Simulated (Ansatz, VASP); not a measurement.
One calculation of ZnSe, two programs

```
Se Zn
1.0
     0.00000    2.83380    2.83380
     2.83380    0.00000    2.83380
     2.83380    2.83380    0.00000
Se Zn
1 1
Direct
  0.75000 0.75000 0.75000
  0.00000 0.00000 0.00000
```

Alike in both runs: task single point; functional PBE; k mesh 4 × 4 × 4; occupations fermi-dirac, width 0.05 eV; no spin polarisation.

|  | VASP | Ansatz |
| --- | --- | --- |
| version | VASP 6.6.1 | Ansatz 0.2.0 |
| potentials or method | VASP PAW PBE potentials, release 64 (Se, Zn), cutoff 520 eV | all-electron PAW datasets made for the crystal |

VASP gave:

| Quantity | Value |
| --- | --- |
| gap on the k mesh at the Fermi level (eV) | 1.28 |
| least direct gap on the mesh (eV) | 1.28 |
| pressure (GPa) | 2.7 |

Task: What did Ansatz give for the same quantities?

Result: gap on the k mesh at the Fermi level (eV): 1.28; least direct gap on the mesh (eV): 1.28; pressure (GPa): 2.5.

Ansatz ran all-electron here, and VASP with PAW potentials.

The k mesh is coarse, so the values compare programs but aren't converged.
